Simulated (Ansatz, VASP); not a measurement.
# One calculation of Sn, two programs

The input INCAR:

```
SYSTEM = Sn
PREC = Accurate ; ENCUT = 520
EDIFF = 1E-7 ; ISMEAR = -1
SIGMA = 0.05 ; LREAL = .FALSE.
LASPH = .TRUE. ; NELM = 100
ALGO = Normal ; ISIF = 2
LWAVE = .FALSE. ; LCHARG = .FALSE.
GGA = PS ; NBANDS = 21
```

The input KPOINTS:

```
Automatic mesh
0
G
  6 6 6
  0 0 0
```

The input POSCAR:

```
Sn
1.0
    0.0000000000      3.2010093720      3.2333428000
    3.2010093720      0.0000000000      3.2333428000
    3.2010093720      3.2010093720      0.0000000000
Sn
2
Direct
    0.7500000000      0.7500000000      0.7500000000
    0.5000000000      0.5000000000      0.5000000000
```

File input.yaml:

```yaml
crystal:
  lattice:
    - [0.0, 3.201009372, 3.2333428]
    - [3.201009372, 0.0, 3.2333428]
    - [3.201009372, 3.201009372, 0.0]
  atoms:
    - { symbol: Sn, position: [0.75, 0.75, 0.75] }
    - { symbol: Sn, position: [0.5, 0.5, 0.5] }
hamiltonian:
  xc: pbesol
  pseudopotentials: { kind: paw }
kpoints:
  mp_grid: { grid: [6, 6, 6] }
scf:
  occupations: { method: fermi_dirac, width: 0.05 }
output:
  forces: true
  stress: true
  eigenvalues: true
```

Alike in both runs: task single point; functional PBEsol; k mesh 6 × 6 × 6; occupations fermi-dirac, width 0.05 eV; no spin polarisation.

|  | VASP | Ansatz |
| --- | --- | --- |
| version | VASP 6.6.1 | Ansatz 0.2.0 |
| potentials or method | VASP PAW PBE potentials, release 64 (Sn_d) | Ansatz PAW |
| plane-wave cutoff (eV) | 520 | 420 |
| valence electrons in the cell | 28 | 28 |

```csv
,VASP,Ansatz,Ansatz less VASP
gap on the k mesh at the Fermi level (eV),none,none,-
pressure (GPa),2.6,2.6,+0.07
"traceless stress, the component that is largest in VASP (GPa)",-0.21,-0.21,+0.001
```

VASP's potentials were made for PBE, not for PBEsol. A gap of «none» marks a metal or a gap that the smearing closes.
